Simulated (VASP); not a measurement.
# CdSe (R3m) in VASP: notebook

Runs on CdSe. Level: LDA. Tasks: electric field gradients.

All numbers are computed with VASP 6.6.1; they aren't measurements. Logs are shortened: lines on timing, memory, paths and dates and some standing lists are left out, and cuts for length are marked.

## (1) The cell of the first run

It takes space group R3m (No. 160, trigonal). Conventional cell: a = 4.385 Å, b = 4.385 Å, c = 10.423 Å, α = 90.00°, β = 90.00°, γ = 120.00°. Cd (site symmetry 3m) has 4 Se at 2.61 to 2.68 Å within 3.4 Å. Se (site symmetry 3m) has 4 Cd at 2.61 to 2.68 Å within 3.4 Å.

## (2) Electric field gradients, LDA (equal xy, yz and zx shear strains of -2 %)

Contents of INCAR:

```
SYSTEM = CdSe
ALGO = Normal
EDIFF = 1E-8
ENCUT = 520
GGA = CA
ISIF = 2
ISMEAR = -1
LASPH = .True.
LCHARG = .False.
LEFG = .True.
LREAL = .False.
LWAVE = .False.
NBANDS = 16
NELM = 100
PREC = Accurate
SIGMA = 0.03
```

Contents of KPOINTS:

```
k-points
0
Gamma
  8 8 8
  0 0 0
```

Contents of POSCAR:

```
CdSe
1.0
   -0.0614054240      3.0395684866      3.0395684866
    3.0395684866     -0.0614054240      3.0395684866
    3.0395684866      3.0395684866     -0.0614054240
Cd Se
1 1
Direct
    0.0000000000      0.0000000000      0.0000000000
    0.2500000000      0.2500000000      0.2500000000
```

Potentials or basis: VASP PAW LDA potentials, release 64 (Cd, Se).

The run is started by

```console
$ cat potpaw_LDA.64/Cd/POTCAR potpaw_LDA.64/Se/POTCAR > POTCAR
$ mpirun -np 1 vasp_std > vasp.out
```

OUTCAR:

```text
SYSTEM = CdSe
   EDIFF = 1E-8
   ENCUT = 520
   GGA = CA
   ISIF = 2
   ISMEAR = -1
   LASPH = .True.
   LREAL = .False.
   NELM = 100
   PREC = Accurate

 ion  position               nearest neighbor table
   1  0.000  0.000  0.000-   2 2.61   2 2.68   2 2.68   2 2.68
   2  0.250  0.250  0.250-   1 2.61   1 2.68   1 2.68   1 2.68

  LATTYP: Found a trigonal (rhomboedric) cell.
 ALAT       =     4.2990375429
 COS(alpha) =     0.4797000918

  Lattice vectors:

 A1 = (  -0.0614054240,   3.0395684866,   3.0395684866)
 A2 = (   3.0395684866,  -0.0614054240,   3.0395684866)
 A3 = (   3.0395684866,   3.0395684866,  -0.0614054240)

Analysis of symmetry for initial positions (statically):
=====================================================================
 Subroutine PRICEL returns:
 Original cell was already a primitive cell.

 Routine SETGRP: Setting up the symmetry group for a
 trigonal (rhombohedral) supercell.

 Subroutine GETGRP returns: Found  6 space group operations
 (whereof  6 operations were pure point group operations)
 out of a pool of 12 trial point group operations.

The static configuration has the point symmetry C_3v.

Analysis of symmetry for dynamics (positions and initial velocities):
=====================================================================
 Subroutine PRICEL returns:
 Original cell was already a primitive cell.

 Routine SETGRP: Setting up the symmetry group for a
 trigonal (rhombohedral) supercell.

 Subroutine GETGRP returns: Found  6 space group operations
 (whereof  6 operations were pure point group operations)
 out of a pool of 12 trial point group operations.

The dynamic configuration has the point symmetry C_3v.

 Subroutine INISYM returns: Found  6 space group operations
 (whereof  6 operations are pure point group operations),
 and found     1 'primitive' translations

----------------------------------------------------------------------------------------

                                     Primitive cell

  volume of cell :      57.8667

  direct lattice vectors                    reciprocal lattice vectors
    -0.061405424  3.039568487  3.039568487    -0.159594364  0.162884969  0.162884969
     3.039568487 -0.061405424  3.039568487     0.162884969 -0.159594364  0.162884969
[... 117 lines left out ...]
  energy-cutoff  :      520.00
  volume of cell :       57.87
 maximum number of plane-waves:      1572
   NGX = 15   NGY = 15   NGZ = 15

 number of electron      18.0000005 magnetization

 Free energy of the ion-electron system (eV)
  ---------------------------------------------------
  ext. energy  EPLUGINS =         0.00000000
  ---------------------------------------------------
  free energy    TOTEN  =        -6.72287512 eV

  energy without entropy =       -6.72286143  energy(sigma->0) =       -6.72286828

 E-fermi :   0.7668     XC(G=0):  -9.1660

 val. band max:        0.6129228420   @ k =   0.0000   0.0000   0.0000
 cond. band min:       0.9074341586   @ k =   0.0000   0.0000   0.0000
 fundamental gap:      0.2945113166
 Fermi energy:         0.7668447494

 k-point     1 :       0.0000    0.0000    0.0000
  band No.  band energies     occupation
      1     -11.9098      2.00000
      2      -7.2946      2.00000
      3      -7.2647      2.00000
      4      -7.2647      2.00000
      5      -6.9241      2.00000
      6      -6.9241      2.00000
[... 433 lines left out ...]
      3      -7.1952      2.00000
      4      -6.9814      2.00000
      5      -6.9359      2.00000
      6      -6.8847      2.00000
[... 8 lines left out ...]
     15      11.1615      0.00000
     16      12.0369      0.00000

 [... further k-points ...]
[... 5 lines left out ...]
  --------------------------------------------------------------------------------------
  -------------------------------------------------------------------------------------
  Total       -1.0100598     -1.0100598     -1.0100598      0.3051788      0.3051788      0.3051788
  in kB      -27.9658901    -27.9658901    -27.9658901      8.4495956      8.4495956      8.4495956
  external PRESSURE =     -27.9658901 kB  Pullay stress =       0.0000000 kB

 VOLUME and BASIS-vectors are now :
 -----------------------------------------------------------------------------
  energy-cutoff  :      520.00
  volume of cell :       57.87
      direct lattice vectors                 reciprocal lattice vectors
    -0.061405424  3.039568487  3.039568487    -0.159594364  0.162884969  0.162884969
     3.039568487 -0.061405424  3.039568487     0.162884969 -0.159594364  0.162884969
     3.039568487  3.039568487 -0.061405424     0.162884969  0.162884969 -0.159594364

 POSITION                                       TOTAL-FORCE (eV/Angst)
 -----------------------------------------------------------------------------------
      0.00000      0.00000      0.00000        -0.110484     -0.110484     -0.110484
      1.50443      1.50443      1.50443         0.110484      0.110484      0.110484
 -----------------------------------------------------------------------------------
    total drift:                               -0.000118     -0.000118     -0.000118

  FREE ENERGIE OF THE ION-ELECTRON SYSTEM (eV)
  ---------------------------------------------------
  free  energy   TOTEN  =        -6.7228751215 eV

  energy  without entropy=       -6.7228614317  energy(sigma->0) =       -6.72286828

 Electric field gradients (V/A^2)
---------------------------------------------------------------------
 ion       V_xx      V_yy      V_zz      V_xy      V_xz      V_yz
---------------------------------------------------------------------
   1       0.000     0.000    -0.000   -10.976   -10.976   -10.976
   2       0.000     0.000     0.000    -4.441    -4.441    -4.441
---------------------------------------------------------------------

 Electric field gradients after diagonalization (V/A^2)
 (convention: |V_zz| > |V_xx| > |V_yy|)
----------------------------------------------------------------------
 ion       V_xx      V_yy      V_zz     asymmetry (V_yy - V_xx)/ V_zz
----------------------------------------------------------------------
   1      10.976    10.976   -21.952       0.000
   2       4.441     4.441    -8.882       0.000
----------------------------------------------------------------------

           NMR quadrupolar parameters

 Cq : quadrupolar parameter    Cq=e*Q*V_zz/h
 eta: asymmetry parameters     (V_yy - V_xx)/ V_zz
 Q  : nuclear electric quadrupole moment in mb (millibarn)
----------------------------------------------------------------------
 ion       Cq(MHz)       eta       Q (mb)
----------------------------------------------------------------------
   1      -0.053       0.000       1.000
   2      -0.021       0.000       1.000
----------------------------------------------------------------------
```

It took 18 s on 1 thread of Intel Xeon 6975P-C (Granite Rapids), shared host; peak memory 0.18 GiB.

What came out:

* Free energy: -6.7229 eV
* Pressure: -2.8 GPa
* Largest force: 0.191 eV/Å
* Band gap on the k mesh: 0.29 eV, direct

Forces in eV/Å, atoms in the order of the input:
```
Cd  -0.110 -0.110 -0.110
Se   0.110  0.110  0.110
```

Levels at points of the mesh, in eV from the valence-band top:
| k point | band 6 | band 7 | band 8 | band 9 | band 10 | band 11 | band 12 | band 13 |
| --- | --- | --- | --- | --- | --- | --- | --- | --- |
| (0.00, 0.00, 0.00) | -7.54 | -0.05 | -0.05 | 0.00 | 0.29 | 5.65 | 5.65 | 6.02 |
| (0.50, 0.00, 0.00) | -7.27 | -4.34 | -0.73 | -0.71 | 2.17 | 6.20 | 6.43 | 7.05 |
| (0.50, 0.50, 0.00) | -7.21 | -4.07 | -1.89 | -1.74 | 2.94 | 3.57 | 8.68 | 9.77 |
| (0.50, 0.50, 0.50) | -7.25 | -4.36 | -0.85 | -0.85 | 2.02 | 6.16 | 6.16 | 7.19 |

Electric field gradients, principal values (V/Å²):
| atom | least | middle | greatest (by size) |
| --- | --- | --- | --- |
| 1 Cd | 10.976 | 10.976 | -21.952 |
| 2 Se | 4.441 | 4.441 | -8.882 |

Caveat: the cell differs from its parent crystal (equal xy, yz and zx shear strains of -2 %); without QUAD_EFG the Cq values of the log hold for a quadrupole moment of 1 mb, not for the nuclei.

## (3) Electric field gradients, LDA (equal xy, yz and zx shear strains of +1 %)

Contents of INCAR:

```
PREC = Accurate
ENCUT = 520
EDIFF = 1E-8
ISMEAR = -1
SIGMA = 0.03
LREAL = F
LASPH = T
NELM = 100
ALGO = Normal
ISIF = 2
LWAVE = F
LCHARG = F
GGA = CA
LEFG = T
NBANDS = 16
```

Contents of KPOINTS:

```
regular mesh
0
Gamma
  8 8 8
```

Contents of POSCAR:

```
CdSe
1.0
    0.0307027120      3.0856225546      3.0856225546
    3.0856225546      0.0307027120      3.0856225546
    3.0856225546      3.0856225546      0.0307027120
Cd Se
1 1
Direct
    0.0000000000      0.0000000000      0.0000000000
    0.2500000000      0.2500000000      0.2500000000
```

Potentials or basis: VASP PAW LDA potentials, release 64 (Cd, Se).

The run is started by

```console
$ cat potpaw_LDA.64/Cd/POTCAR potpaw_LDA.64/Se/POTCAR > POTCAR
$ mpirun -np 1 vasp_std > vasp.out
```

OUTCAR:

```text
PREC = Accurate
   ENCUT = 520
   EDIFF = 1E-8
   ISMEAR = -1
   LREAL = F
   LASPH = T
   NELM = 100
   ISIF = 2
   GGA = CA

 ion  position               nearest neighbor table
   1  0.000  0.000  0.000-   2 2.65   2 2.65   2 2.65   2 2.69
   2  0.250  0.250  0.250-   1 2.65   1 2.65   1 2.65   1 2.69

  LATTYP: Found a trigonal (rhomboedric) cell.
 ALAT       =     4.3638372742
 COS(alpha) =     0.5099250056

  Lattice vectors:

 A1 = (   0.0307027120,   3.0856225546,   3.0856225546)
 A2 = (   3.0856225546,   0.0307027120,   3.0856225546)
[... 668 lines left out ...]
  free  energy   TOTEN  =        -6.7295535818 eV

  energy  without entropy=       -6.7295368685  energy(sigma->0) =       -6.72954523

 Electric field gradients (V/A^2)
---------------------------------------------------------------------
 ion       V_xx      V_yy      V_zz      V_xy      V_xz      V_yz
---------------------------------------------------------------------
   1      -0.000    -0.000     0.000     5.378     5.378     5.378
   2       0.000     0.000    -0.000     2.370     2.370     2.370
---------------------------------------------------------------------

 Electric field gradients after diagonalization (V/A^2)
 (convention: |V_zz| > |V_xx| > |V_yy|)
----------------------------------------------------------------------
 ion       V_xx      V_yy      V_zz     asymmetry (V_yy - V_xx)/ V_zz
----------------------------------------------------------------------
   1      -5.378    -5.378    10.756       0.000
   2      -2.370    -2.370     4.739       0.000
----------------------------------------------------------------------

           NMR quadrupolar parameters

 Cq : quadrupolar parameter    Cq=e*Q*V_zz/h
 eta: asymmetry parameters     (V_yy - V_xx)/ V_zz
 Q  : nuclear electric quadrupole moment in mb (millibarn)
----------------------------------------------------------------------
 ion       Cq(MHz)       eta       Q (mb)
----------------------------------------------------------------------
   1       0.026       0.000       1.000
   2       0.011       0.000       1.000
----------------------------------------------------------------------
```

OSZICAR:

```text
N       E                     dE             d eps       ncg     rms          rms(c)
DAV:   1     0.105823406338E+03    0.10582E+03   -0.87222E+03  2112   0.100E+03
DAV:   2    -0.299095702780E+01   -0.10881E+03   -0.10231E+03  2576   0.247E+02
DAV:   3    -0.708620571822E+01   -0.40952E+01   -0.40886E+01  2376   0.496E+01
DAV:   4    -0.710477306476E+01   -0.18567E-01   -0.18567E-01  2768   0.336E+00
DAV:   5    -0.710489331572E+01   -0.12025E-03   -0.12025E-03  2400   0.230E-01    0.584E+00
DAV:   6    -0.675947538459E+01    0.34542E+00   -0.52774E-01  3184   0.888E+00    0.465E+00
DAV:   7    -0.673321457456E+01    0.26261E-01   -0.10998E-01  2544   0.231E+00    0.202E+00
DAV:   8    -0.672984284645E+01    0.33717E-02   -0.11232E-02  2376   0.129E+00    0.199E-01
DAV:   9    -0.672955958850E+01    0.28326E-03   -0.12176E-03  2672   0.463E-01    0.420E-02
DAV:  10    -0.672954854836E+01    0.11040E-04   -0.11073E-04  2336   0.142E-01    0.355E-02
DAV:  11    -0.672955398050E+01   -0.54321E-05   -0.17240E-05  2640   0.352E-02    0.138E-02
DAV:  12    -0.672955355493E+01    0.42558E-06   -0.10888E-06  2432   0.140E-02    0.558E-03
DAV:  13    -0.672955359758E+01   -0.42650E-07   -0.37583E-07  2464   0.398E-03    0.203E-03
DAV:  14    -0.672955358318E+01    0.14394E-07   -0.24875E-08  2416   0.964E-04    0.996E-04
DAV:  15    -0.672955358176E+01    0.14261E-08   -0.42381E-09  1344   0.362E-04
   1 F= -.67295536E+01 E0= -.67295452E+01  d E =-.167132E-04
```

Run time: 19 s. Hardware: 1 thread of Intel Xeon 6975P-C (Granite Rapids), shared host; peak memory 0.19 GiB.

Results:

| Item | Value |
| --- | --- |
| Free energy | -6.7296 eV |
| Pressure | -2.9 GPa |
| Largest force | 0.078 eV/Å |
| Band gap on the k mesh | 0.29 eV, direct |

Forces on the atoms (eV/Å):
```
Cd   0.045  0.045  0.045
Se  -0.045 -0.045 -0.045
```

Stress tensor (GPa, compression positive):
```
-2.87 -0.39 -0.39
-0.39 -2.87 -0.39
-0.39 -0.39 -2.87
```

Electric field gradients, principal values (V/Å²):
| atom | least | middle | greatest (by size) |
| --- | --- | --- | --- |
| 1 Cd | -5.378 | -5.378 | 10.756 |
| 2 Se | -2.370 | -2.370 | 4.739 |

Caveat: the cell differs from its parent crystal (equal xy, yz and zx shear strains of +1 %); without QUAD_EFG the Cq values of the log hold for a quadrupole moment of 1 mb, not for the nuclei.

(Part 1 of 3 ends here.)
